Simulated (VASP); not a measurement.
# BP: single point with PBE

The system is BP.

```
CELL_PARAMETERS angstrom
0.00000 2.23627 2.23627
2.23627 0.00000 2.23627
2.23627 2.23627 0.00000
ATOMIC_POSITIONS crystal
B 0.00000 0.00000 0.00000
P 0.75000 0.75000 0.75000
```

* Program: VASP 6.6.1
* Task: single point
* Functional: PBE
* Potentials or basis: VASP PAW PBE potentials, release 64 (B, P)
* Cutoff: 500 eV
* k mesh: 10 × 10 × 10
* Occupations: gaussian, width 0.01 eV
* Spin: no spin polarisation
* Dipole correction: no
* Further INCAR settings: ALGO = Normal; EDIFF = 1e-06; NBANDS = 11

```yaml
Pressure: 8.7 GPa
Band_gap_on_the_k_mesh: 1.18 eV (least direct gap 3.47 eV)
```

Levels at points of the mesh, in eV from the valence-band top:
```csv
k point,band 1,band 2,band 3,band 4,band 5,band 6,band 7,band 8,band 9
"(0.00, 0.00, 0.00)",-15.85,0.00,0.00,0.00,3.47,3.47,3.47,8.05,11.82
"(0.50, 0.00, 0.00)",-12.36,-9.35,-1.81,-1.81,4.04,4.74,4.74,10.28,14.91
"(0.50, 0.50, 0.00)",-10.77,-8.81,-4.27,-4.27,1.24,1.62,12.54,12.54,15.77
```

It took 13 s on 1 thread of Intel(R) Xeon(R) Platinum 8259CL CPU @ 2.50GHz (Skylake/Cascade Lake), with other jobs on the host, peak memory 0.13 GiB.

Caveat: the cell stands under pressure. A k mesh can miss the band edges.
